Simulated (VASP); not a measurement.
# Pt in VASP: a series of runs

The runs below take Pt through single point, with r2SCAN.

All numbers are computed with VASP 6.6.1; they aren't measurements. Logs are shortened: lines on timing, memory, paths and dates and some standing lists are left out, and cuts for length are marked.

## 1. The cell of the first run

The cell holds a slab with vacuum, 5 atoms: a = 2.786 Å, b = 2.786 Å, c = 24.100 Å, α = 90.00°, β = 90.00°, γ = 120.00°.

## 2. Single point, r2SCAN

Input file POSCAR:

```
Pt
1.0
    2.7861568203      0.0000000000      0.0000000000
   -1.3930784101      2.4128825853      0.0000000000
    0.0000000000      0.0000000000     24.0995500708
Pt
5
Direct
    0.6666666667      0.3333333333      0.3111560792
    0.3333333333      0.6666666667      0.4066088956
    0.0000000000      0.0000000000      0.4999999954
    0.6666666667      0.3333333333      0.5933911008
    0.3333333333      0.6666666667      0.6888439290
```

Input file INCAR.step1:

```
SYSTEM = Pt
ALGO = Normal
DIPOL = 0.5 0.5 0.500
EDIFF = 1E-4
ENCUT = 520
GGA = PE
IDIPOL = 3
ISMEAR = 0
LASPH = .TRUE.
LCHARG = .FALSE.
LDIPOL = .TRUE.
LREAL = .FALSE.
LWAVE = .TRUE.
NBANDS = 33
NELM = 60
PREC = Accurate
SIGMA = 0.1
```

Input file INCAR.step2:

```
SYSTEM = Pt
ALGO = Normal
DIPOL = 0.5 0.5 0.500
EDIFF = 1E-6
ENCUT = 520
IDIPOL = 3
ISIF = 2
ISMEAR = 0
ISTART = 1
LASPH = .TRUE.
LCHARG = .TRUE.
LDIPOL = .TRUE.
LELF = .TRUE.
LMIXTAU = .TRUE.
LREAL = .FALSE.
LVACPOTAV = .TRUE.
LVHAR = .TRUE.
LWAVE = .FALSE.
METAGGA = R2SCAN
NBANDS = 33
NELM = 60
PREC = Accurate
SIGMA = 0.1
```

Input file KPOINTS:

```
k-points
0
G
  15 15 1
  0 0 0
```

Potentials or basis: VASP PAW PBE potentials, release 64 (Pt).

On the command line:

```
> cat potpaw_PBE.64/Pt/POTCAR > POTCAR
> cp INCAR.step1 INCAR
> mpirun -np 1 vasp_std > vasp.out
> cp INCAR.step2 INCAR
> mpirun -np 1 vasp_std > vasp.out
```

OUTCAR:

```text
SYSTEM = Pt
   EDIFF = 1E-6
   ENCUT = 520
   ISIF = 2
   ISMEAR = 0
   ISTART = 1
   LASPH = .TRUE.
   LREAL = .FALSE.
   METAGGA = R2SCAN
   NELM = 60
   PREC = Accurate

 ion  position               nearest neighbor table
   1  0.667  0.333  0.311-   2 2.81   2 2.81   2 2.81
   2  0.333  0.667  0.407-   3 2.77   3 2.77   3 2.77   1 2.81   1 2.81   1 2.81
   3  0.000  0.000  0.500-   2 2.77   2 2.77   2 2.77   4 2.77   4 2.77   4 2.77
   4  0.667  0.333  0.593-   3 2.77   3 2.77   3 2.77   5 2.81   5 2.81   5 2.81
   5  0.333  0.667  0.689-   4 2.81   4 2.81   4 2.81

  LATTYP: Found a hexagonal cell.
 ALAT       =     2.7861568203
 C/A-ratio  =     8.6497464519

  Lattice vectors:

 A1 = (   2.7861568203,   0.0000000000,   0.0000000000)
 A2 = (  -1.3930784101,   2.4128825853,   0.0000000000)
 A3 = (   0.0000000000,   0.0000000000,  24.0995500708)

Analysis of symmetry for initial positions (statically):
=====================================================================
 Subroutine PRICEL returns:
 Original cell was already a primitive cell.

 Routine SETGRP: Setting up the symmetry group for a
 hexagonal supercell.

 Subroutine GETGRP returns: Found 12 space group operations
 (whereof 12 operations were pure point group operations)
 out of a pool of 24 trial point group operations.

The static configuration has the point symmetry D_3d.

Analysis of symmetry for dynamics (positions and initial velocities):
=====================================================================
 Subroutine PRICEL returns:
 Original cell was already a primitive cell.

 Routine SETGRP: Setting up the symmetry group for a
 hexagonal supercell.

 Subroutine GETGRP returns: Found 12 space group operations
 (whereof 12 operations were pure point group operations)
 out of a pool of 24 trial point group operations.

The dynamic configuration has the point symmetry D_3d.

 Subroutine INISYM returns: Found 12 space group operations
 (whereof 12 operations are pure point group operations),
 and found     1 'primitive' translations

----------------------------------------------------------------------------------------

                                     Primitive cell

  volume of cell :     162.0133

  direct lattice vectors                    reciprocal lattice vectors
     2.786156820  0.000000000  0.000000000     0.358917342  0.207221024  0.000000000
    -1.393078410  2.412882585  0.000000000     0.000000000  0.414442048  0.000000000
     0.000000000  0.000000000 24.099550071     0.000000000  0.000000000  0.041494551

  length of vectors
     2.786156820  2.786156820 24.099550071     0.414442048  0.414442048  0.041494551

  position of ions in fractional coordinates (direct lattice)
     0.666666667  0.333333333  0.311156079
     0.333333333  0.666666667  0.406608896
     0.000000000  0.000000000  0.499999995
     0.666666667  0.333333333  0.593391101
     0.333333333  0.666666667  0.688843929

  ion indices of the primitive-cell ions
   primitive index   ion index
                 1           1
                 2           2
                 3           3
                 4           4
                 5           5

----------------------------------------------------------------------------------------

 KPOINTS: k-points

Automatic generation of k-mesh.
 Grid dimensions read from file:
 generate k-points for:   15   15    1

 Generating k-lattice:

  Cartesian coordinates                     Fractional coordinates (reciprocal lattice)
     0.023927823  0.013814735  0.000000000     0.066666667  0.000000000  0.000000000
     0.000000000  0.027629470  0.000000000     0.000000000  0.066666667  0.000000000
     0.000000000  0.000000000  0.041494551     0.000000000  0.000000000  1.000000000

  Length of vectors
     0.027629470  0.027629470  0.041494551

  Shift w.r.t. Gamma in fractional coordinates (k-lattice)
     0.000000000  0.000000000  0.000000000

 Subroutine IBZKPT returns following result:
 ===========================================

 Found     27 irreducible k-points:

 Following reciprocal coordinates:
            Coordinates               Weight
  0.000000  0.000000  0.000000      1.000000
  0.066667 -0.000000  0.000000      6.000000
  0.133333 -0.000000  0.000000      6.000000
  0.200000 -0.000000  0.000000      6.000000
  0.266667 -0.000000  0.000000      6.000000
  0.333333  0.000000  0.000000      6.000000
[... 16 lines left out ...]
  0.333333  0.200000  0.000000     12.000000
  0.400000  0.200000  0.000000      6.000000
 [... further k-points ...]
   k-points           NKPTS =     27   k-points in BZ     NKDIM =     27   number of bands    NBANDS=     33
   number of dos      NEDOS =    301   number of ions     NIONS =      5
   total plane-waves  NPLWV = 103680
   dimension x,y,z NGX =    24 NGY =   24 NGZ =  180
   dimension x,y,z NGXF=    48 NGYF=   48 NGZF=  360
   ions per type =               5
   NGX,Y,Z   is equivalent  to a cutoff of  14.32, 14.32, 12.42 a.u.
   NGXF,Y,Z  is equivalent  to a cutoff of  28.64, 28.64, 24.83 a.u.
 SYSTEM =  Pt
   PREC   = accura    normal or accurate (medium, high low for compatibility)
   ISTART =      1    job   : 0-new  1-cont  2-samecut
   ICHARG =      0    charge: 1-file 2-atom 10-const
   ISPIN  =      1    spin polarized calculation?
   LNONCOLLINEAR =      F non collinear calculations
   LSORBIT =      F    spin-orbit coupling
   LASPH  =      T    aspherical Exc in radial PAW
   ENCUT  =  520.0 eV  38.22 Ry    6.18 a.u.   5.18  5.18 44.81*2*pi/ulx,y,z
   NELM   =     60;   NELMIN=  2; NELMDL=  0     # of ELM steps
   EDIFF  = 0.1E-05   stopping-criterion for ELM
   LREAL  =      F    real-space projection
   EDIFFG = 0.1E-04   stopping-criterion for IOM
   NSW    =      0    number of steps for IOM
   IBRION =     -1    ionic relax: 0-MD 1-quasi-New 2-CG
   NFREE  =      0    steps in history (QN), initial steepest desc. (CG)
   ISIF   =      2    stress and relaxation
   ISYM   =      2    0-nonsym 1-usesym 2-fastsym
   POTIM  = 0.5000    time-step for ionic-motion
   TEBEG  =    0.0;   TEEND  =   0.0 temperature during run
   PSTRESS=    0.0 pullay stress
   NELECT =      50.0000    total number of electrons
   NUPDOWN=      -1.0000    fix difference up-down
   EMIN   =  10.00;   EMAX   =-10.00  energy-range for DOS
   EFERMI =   0.00;   METHOD = LEGACY
   ISMEAR =     0;   SIGMA  =   0.10  broadening in eV -4-tet -1-fermi 0-gaus
   EFERMI_NEDOS =   21; number of points for ismear=-14 and -15
   IALGO  =     38    algorithm
   IMIX   =      4    mixing-type and parameters
     AMIX     =   0.40;   BMIX     =  1.00
     AMIX_MAG =   1.60;   BMIX_MAG =  1.00
  volume/ion in A,a.u.               =      32.40       218.66
  Fermi-wavevector in a.u.,A,eV,Ry     =   1.106321  2.090644 16.652807  1.223947
  Thomas-Fermi vector in A             =   2.242821
   LORBIT       =      0    0 simple, 1 ext, 2 COOP (PROOUT), +10 PAW based schemes
   METAGGA = R2SCAN    functional components
   LHFCALC =     F    Hartree Fock is set to
   AEXX    =    0.0000 exact exchange contribution
   IVDW    =     0    specifies the selected vdW correction
   LEPSILON=     F    determine dielectric tensor
   LRPA    =     F    only Hartree local field effects (RPA)
 non-spin polarized calculation
 Gauss-broadening in eV      SIGMA  =   0.10
  energy-cutoff  :      520.00
  volume of cell :      162.01
 maximum number of plane-waves:      4393
 NGX is ok and might be reduce to    24
   NGX = 11   NGY = 11   NGZ = 89

 number of electron      50.0000001 magnetization

 dipolmoment           0.000000      0.000000      0.000000 electrons x Angstroem

 Free energy of the ion-electron system (eV)
  ---------------------------------------------------
  ext. energy  EPLUGINS =         0.00000000
  ---------------------------------------------------
  free energy    TOTEN  =      -256.11873332 eV

  energy without entropy =     -256.06076739  energy(sigma->0) =     -256.08975035

 E-fermi :   2.0024     XC(G=0):  -7.5206

 val. band max:        1.9861922442   @ k =   0.0667  -0.0000   0.0000
 cond. band min:       2.0092492290   @ k =   0.4667  -0.0000   0.0000
 fundamental gap:      0.0230569848
 Fermi energy:         2.0023791818

 k-point     1 :       0.0000    0.0000    0.0000
  band No.  band energies     occupation
      1      -7.9886      2.00000
      2      -6.8937      2.00000
      3      -5.8441      2.00000
      4      -5.2430      2.00000
      5      -5.1727      2.00000
      6      -1.9650      2.00000
[... 25 lines left out ...]
     32       7.5960      0.00000
     33       8.0291      0.00000

 k-point     2 :       0.0667   -0.0000    0.0000
  band No.  band energies     occupation
      1      -7.8273      2.00000
      2      -6.7357      2.00000
      3      -5.6839      2.00000
      4      -5.0921      2.00000
      5      -5.0125      2.00000
      6      -2.1259      2.00000
[... 25 lines left out ...]
     32       7.6992      0.00000
     33       8.1492      0.00000

 k-point     3 :       0.1333   -0.0000    0.0000
  band No.  band energies     occupation
      1      -7.3633      2.00000
      2      -6.2903      2.00000
      3      -5.2403      2.00000
      4      -4.6788      2.00000
      5      -4.5697      2.00000
      6      -2.5217      2.00000
[... 25 lines left out ...]
     32       7.9981      0.00000
     33       8.5098      0.00000

 k-point     4 :       0.2000   -0.0000    0.0000
  band No.  band energies     occupation
      1      -6.6673      2.00000
      2      -5.6636      2.00000
      3      -4.6786      2.00000
      4      -4.1780      2.00000
      5      -3.9881      2.00000
      6      -3.0087      2.00000
[... 673 lines left out ...]
     32      10.3257      0.00000
     33      10.6292      0.00000

 k-point    23 :       0.3333    0.2000    0.0000
  band No.  band energies     occupation
      1      -4.3221      2.00000
      2      -4.2825      2.00000
      3      -3.7751      2.00000
      4      -3.5452      2.00000
      5      -3.4966      2.00000
      6      -3.1529      2.00000
[... 25 lines left out ...]
     32       8.9144      0.00000
     33       9.6140      0.00000

 k-point    24 :       0.4000    0.2000    0.0000
  band No.  band energies     occupation
      1      -4.3279      2.00000
      2      -4.3134      2.00000
      3      -3.8064      2.00000
      4      -3.5224      2.00000
      5      -3.5157      2.00000
      6      -3.1509      2.00000
[... 25 lines left out ...]
     32       8.7771      0.00000
     33       9.1737      0.00000

 [... further k-points ...]

------------------------ aborting loop because EDIFF is reached ----------------------------------------

  FORCE on cell =-STRESS in cart. coord.  units (eV):
  Direction    XX          YY          ZZ          XY          YZ          ZX
  --------------------------------------------------------------------------------------
  -------------------------------------------------------------------------------------
  Total       -4.2389825     -4.2389825      0.2549374     -0.0000000      0.0000000      0.0000000
  in kB      -41.9200240    -41.9200240      2.5211193     -0.0000000      0.0000000      0.0000000
  external PRESSURE =     -27.1063095 kB  Pullay stress =       0.0000000 kB

 VOLUME and BASIS-vectors are now :
 -----------------------------------------------------------------------------
  energy-cutoff  :      520.00
  volume of cell :      162.01
      direct lattice vectors                 reciprocal lattice vectors
     2.786156820  0.000000000  0.000000000     0.358917342  0.207221024  0.000000000
    -1.393078410  2.412882585  0.000000000     0.000000000  0.414442048  0.000000000
     0.000000000  0.000000000 24.099550071     0.000000000  0.000000000  0.041494551

 POSITION                                       TOTAL-FORCE (eV/Angst)
 -----------------------------------------------------------------------------------
      1.39308      0.80429      7.49872        -0.000000     -0.000000     -0.024751
     -0.00000      1.60859      9.79909         0.000000      0.000000     -0.015129
      0.00000      0.00000     12.04977        -0.000000      0.000000      0.000000
      1.39308      0.80429     14.30046        -0.000000     -0.000000      0.015129
     -0.00000      1.60859     16.60083        -0.000000      0.000000      0.024751
 -----------------------------------------------------------------------------------
    total drift:                                0.000000     -0.000000      0.000005

  FREE ENERGIE OF THE ION-ELECTRON SYSTEM (eV)
  ---------------------------------------------------
  free  energy   TOTEN  =      -256.1187333168 eV

  energy  without entropy=     -256.0607673912  energy(sigma->0) =     -256.08975035

 vacuum level on the upper side and lower side of the slab         7.734         7.734
```

Run time: 29 min. Hardware: 1 thread of Intel Xeon 8259CL, shared host; peak memory 0.4 GiB.

Results:

* Free energy: -256.1187 eV
* Largest force: 0.025 eV/Å
* Band gap on the k mesh: zero (bands 25 and 26 overlap by 1.58 eV)

Forces in eV/Å, atoms in the order of the input:
```
Pt   0.000  0.000 -0.025
Pt   0.000  0.000 -0.015
Pt   0.000  0.000  0.000
Pt   0.000  0.000  0.015
Pt   0.000  0.000  0.025
```

Caveat: the PAW data sets were made with another functional, which shifts forces and pressure a little; spin-orbit coupling is left out, which moves the levels of the heavy elements.

(Part 1 of 2 ends here.)
